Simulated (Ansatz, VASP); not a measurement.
**Two plane-wave programs on Be7Hg**

```xyz
8
Lattice="4.6594 0.0000 0.0000 0.0000 4.6594 0.0000 0.0000 0.0000 4.6594" Properties=species:S:1:pos:R:3 pbc="T T T"
Be    2.3297    0.0000    0.0000
Be    0.0000    2.3297    0.0000
Be    0.0000    0.0000    2.3297
Be    0.0000    2.3297    2.3297
Be    2.3297    0.0000    2.3297
Be    2.3297    2.3297    0.0000
Be    2.3297    2.3297    2.3297
Hg    0.0000    0.0000    0.0000
```

Alike in both runs: functional PBE; k mesh 8 × 8 × 8; occupations gaussian, width 0.1 eV; no spin polarisation.

Ansatz relaxed the structure, and its values are those at the end. VASP's run is a single point on that final structure, the one shown.

```csv
,VASP,Ansatz
version,VASP 6.6.1,Ansatz 0.2.0
potentials or method,"VASP PAW PBE potentials, release 64 (Be, Hg), cutoff 520 eV","scalar-relativistic, plane waves, PAW"
valence electrons in the cell,26,34
```

Ansatz gave:

| Property | Result |
| --- | --- |
| gap on the k mesh at the Fermi level (eV) | none |
| pressure (GPa) | 0.0 |

Question: What did VASP give for the same quantities?

Answer: gap on the k mesh at the Fermi level (eV): none; pressure (GPa): 0.2.

A gap of «none» marks a metal or a gap that the smearing closes. VASP's potentials hold 26 valence electrons a cell and Ansatz's 34, so a difference there can come from the potentials and not from the codes.

Spin-orbit coupling is off throughout.
